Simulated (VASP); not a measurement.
In, 1 atom in the cell. It takes space group I4/mmm (No. 139, tetragonal). The conventional cell has a = 3.346 Å, b = 3.346 Å, c = 4.763 Å, α = 90.00°, β = 90.00°, γ = 90.00°. Within 4.4 Å of In (site symmetry 4/mmm) lie 12 In at 3.35 to 3.36 Å. 

| Item | Value |
| --- | --- |
| Program | VASP 6.6.1 |
| Task | single point |
| Functional | HSE06 |
| Potentials or basis | VASP PAW PBE potentials, release 64 (In_d) |
| Cutoff | 520 eV |
| k mesh | 10 × 10 × 10 |
| Occupations | gaussian, width 0.05 eV |
| Spin | no spin polarisation |
| Dipole correction | no |
| Grid for exact exchange (PRECFOCK) | Normal |
| Further INCAR settings | ALGO = Normal; EDIFF = 1e-06; NBANDS = 12 |
| Share of exact exchange | 0.25 |
| Screening parameter | 0.2079 1/Å |

Potentials or basis: VASP PAW PBE potentials, release 64 (In_d).

Run with:

```console
$ cat potpaw_PBE.64/In_d/POTCAR > POTCAR
$ cp INCAR.step1 INCAR
$ mpirun -np 8 vasp_std > vasp.out
$ cp INCAR.step2 INCAR
$ mpirun -np 8 vasp_std > vasp.out
```

Hardware: 8 MPI ranks on Intel(R) Xeon(R) Platinum 8488C (Sapphire Rapids), with other jobs on the host.

Q: How long does it take, and how much memory?

A: Wall time 39 min on 8 MPI ranks on Intel(R) Xeon(R) Platinum 8488C (Sapphire Rapids), with other jobs on the host, peak memory 0.32 GiB a rank. Counts: k points 102.
